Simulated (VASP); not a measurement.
A run of VASP 6.6.1 is set up as follows.

The input INCAR:

```
PREC     = Accurate       # precision mode
ENCUT    = 500            # plane-wave cutoff, eV
EDIFF    = 1E-6           # SCF threshold, eV
ISMEAR   = 1              # smearing method
SIGMA    = 0.15           # smearing width, eV
LREAL    = F              # projectors in reciprocal space
LASPH    = T              # aspherical terms in the spheres
NELM     = 200            # most SCF steps
ALGO     = Normal         # electronic algorithm
ISIF     = 2              # what is computed and relaxed
LWAVE    = F              # write WAVECAR
LCHARG   = F              # write CHGCAR
ISPIN    = 2              # spin polarisation
MAGMOM   = 0.5 -0.5 0 0   # initial moments
LORBIT   = 11             # projections on sites
LMAXMIX  = 6              # l up to which the mixer works
GGA      = PE             # functional
NBANDS   = 37             # bands
GGA_COMPAT= F
```

File KPOINTS:

```
regular mesh
0
Gamma
  1 1 1
```

POSCAR

```
LaW
1.0
    4.6825540000      0.0000000000      0.0000000000
    0.0000000000      4.6825540000      0.0000000000
    0.0000000000      0.0000000000      4.7444410000
W La
2 2
Direct
    0.0000000000      0.0000000000      0.0000000000
    0.5000000000      0.5000000000      0.0000000000
    0.5000000000      0.0000000000      0.5000000000
    0.0000000000      0.5000000000      0.5000000000
```

Potentials or basis: VASP PAW PBE potentials, release 64 (W_sv, La).

Run with:

```bash
$ cat potpaw_PBE.64/W_sv/POTCAR potpaw_PBE.64/La/POTCAR > POTCAR
$ mpirun -np 1 vasp_gam > vasp.out
```

**Question.** Estimate the pressure.

**Answer.** -38.7 GPa.

**Question.** What does it give for the net moment?

**Answer.** 0.00 μB per cell.

Stress tensor (GPa, compression positive):
```
-28.60   0.00   0.00
  0.00 -28.60   0.00
  0.00   0.00 -58.79
```

Caveat: the k points lie up to 1.34 Å⁻¹ apart.
